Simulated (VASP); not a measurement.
Sb:

```
CELL_PARAMETERS angstrom
3.35453 0.00000 0.00000
-1.67727 2.90511 0.00000
0.00000 0.00000 5.47016
ATOMIC_POSITIONS crystal
Sb 0.66667 0.33333 0.75000
Sb 0.33333 0.66667 0.25000
```

- Program: VASP 6.6.1
- Task: relaxation of cell and atoms
- Functional: PBE
- Dispersion: D3(BJ)
- Potentials or basis: VASP PAW PBE potentials, release 64 (Sb)
- Cutoff: 600 eV
- k mesh: 9 × 9 × 5
- Occupations: fermi-dirac, width 0.05 eV
- Spin: no spin polarisation

At the start: pressure -1.8 GPa; volume 26.65 Å³/atom.

Q: How do energy, volume and symmetry change on relaxing?

A: Over 3 steps the energy falls by 4.6 meV/atom and the volume is 25.87 Å³/atom (-2.9 %); space group P6_3/mmc (No. 194, to 0.05 Å).

Step by step:
| step | energy change (eV) | largest force (eV/Å) | pressure (GPa) | volume (Å³) |
| --- | --- | --- | --- | --- |
| 1 | 0.0000 | 0.0000 | -1.82 | 53.31 |
| 2 | -0.0069 | 0.0000 | 1.00 | 51.01 |
| 3 | -0.0092 | 0.0000 | 0.03 | 51.75 |

Final structure:
```yaml
crystal:
  lattice:
    - [3.32311, 0.00000, 0.00000]
    - [-1.66156, 2.87790, 0.00000]
    - [0.00000, 0.00000, 5.41073]
  atoms:
    - { symbol: Sb, position: [0.66667, 0.33333, 0.75000] }
    - { symbol: Sb, position: [0.33333, 0.66667, 0.25000] }
```

Caveat: pairwise dispersion overbinds metals, which lowers pressure and volume.
